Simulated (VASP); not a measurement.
A run of VASP 6.6.1 is set up as follows.

INCAR

```
SYSTEM = Ag
PREC = Accurate
ENCUT = 520
EDIFF = 1E-6
ISMEAR = 0
SIGMA = 0.1
LREAL = .False.
LASPH = .True.
NELM = 60
ALGO = Normal
ISIF = 2
LWAVE = .False.
LCHARG = .True.
GGA = PE
LELF = .True.
LVHAR = .True.
NBANDS = 12
```

The input KPOINTS:

```
Automatic mesh
0
Gamma
  18 18 18
  0 0 0
```

Contents of POSCAR:

```
Ag
1.0
    0.0000000000      2.1405249930      2.1405249930
    2.1405249930      0.0000000000      2.1405249930
    2.1405249930      2.1405249930      0.0000000000
Ag
1
Direct
    0.0000000000      0.0000000000      0.0000000000
```

Potentials or basis: VASP PAW PBE potentials, release 64 (Ag).

Command:

```console
$ cat potpaw_PBE.64/Ag/POTCAR > POTCAR
$ mpirun -np 1 vasp_std > vasp.out
```

Question: What does it give for the pressure?

Answer: -6.6 GPa.

Question: What does it give for the band gap on the k mesh?

Answer: Zero (an odd number of electrons rules out a gap without spin polarisation).

Caveat: the cell stands under tension.
